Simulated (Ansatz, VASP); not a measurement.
**Two plane-wave programs on InSe**

```
CELL_PARAMETERS angstrom
2.00445 1.15727 8.42960
-2.00445 1.15727 8.42960
0.00000 -2.31454 8.42960
ATOMIC_POSITIONS crystal
In 0.00077 0.00077 0.00077
In 0.11057 0.11057 0.11057
Se 0.61693 0.61693 0.61693
Se 0.82773 0.82773 0.82773
```

Alike in both runs: functional PBEsol; k mesh 12 × 12 × 12; occupations gaussian, width 0.02 eV; no spin polarisation.

Ansatz relaxed the structure, and its values are those at the end. VASP's run is a single point on that final structure, the one shown.

```csv
,VASP,Ansatz
version,VASP 6.6.1,Ansatz 0.2.0
potentials or method,"VASP PAW PBE potentials, release 64 (In_d, Se), cutoff 520 eV","scalar-relativistic, plane waves, PAW"
valence electrons in the cell,38,58
```

VASP gave:

| Item | Value |
| --- | --- |
| gap on the k mesh at the Fermi level (eV) | 0.36 |
| least direct gap on the mesh (eV) | 0.36 |
| pressure (GPa) | 0.1 |
| rms of the force components (eV/Å) | 0.011 |

Estimate Ansatz's values.

gap on the k mesh at the Fermi level (eV): 0.37; least direct gap on the mesh (eV): 0.37; pressure (GPa): 0.0; rms of the force components (eV/Å): 0.000.

VASP's potentials were made for PBE, not for PBEsol. VASP's potentials hold 38 valence electrons a cell and Ansatz's 58, so a difference there can come from the potentials and not from the codes.
